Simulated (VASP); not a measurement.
The system is SnO2.

```
Sn O
1.0
     1.61709    0.93363    4.80059
    -1.61709    0.93363    4.80059
     0.00000   -1.86726    4.80059
Sn O
1 2
Direct
  0.50000 0.50000 0.50000
  0.76283 0.76283 0.76283
  0.23717 0.23717 0.23717
```

| Property | Result |
| --- | --- |
| Program | VASP 6.6.1 |
| Task | relaxation of cell and atoms |
| Functional | RPBE |
| Potentials or basis | VASP PAW PBE potentials, release 64 (Sn_d, O) |
| Cutoff | 600 eV |
| k mesh | 10 × 10 × 10 |
| Occupations | fermi-dirac, width 0.05 eV |
| Spin | no spin polarisation |

At the start: pressure 3.0 GPa; volume 14.50 Å³/atom.

Problem. How do energy, volume and symmetry change on relaxing?

Solution. Over 18 steps the energy falls by 10.0 meV/atom and the volume is 16.57 Å³/atom (+14.3 %); space group R-3m (No. 166, to 0.05 Å).

Step by step:
```csv
step,energy change (eV),largest force (eV/Å),pressure (GPa),volume (Å³)
1,0.0000,0.0857,2.99,43.49
2,0.0013,0.3343,-2.68,45.21
3,-0.0078,0.1226,0.13,44.30
4,-0.0093,0.0954,0.14,44.46
5,-0.0126,0.0143,0.18,44.93
6,-0.0136,0.1498,0.22,45.88
7,-0.0140,0.1008,0.18,45.59
8,-0.0150,0.0963,0.19,45.71
9,-0.0176,0.0846,0.11,46.08
10,-0.0221,0.0615,0.02,46.83
11,-0.0279,0.0234,-0.04,48.31
12,-0.0278,0.0219,0.00,51.24
13,-0.0299,0.0199,0.09,49.63
14,-0.0300,0.0129,0.05,49.90
15,-0.0300,0.0153,0.05,49.81
16,-0.0300,0.0172,0.05,49.73
17,-0.0300,0.0085,-0.10,49.72
18,-0.0300,0.0053,-0.02,49.72
```

Final structure:
```yaml
crystal:
  lattice:
    - [1.62755, 0.93967, 5.41884]
    - [-1.62755, 0.93967, 5.41884]
    - [0.00000, -1.87934, 5.41884]
  atoms:
    - { symbol: Sn, position: [0.50000, 0.50000, 0.50000] }
    - { symbol: O, position: [0.77064, 0.77064, 0.77064] }
    - { symbol: O, position: [0.22936, 0.22936, 0.22936] }
```

Caveat: the PAW data sets were made with another functional, which shifts forces and pressure a little.
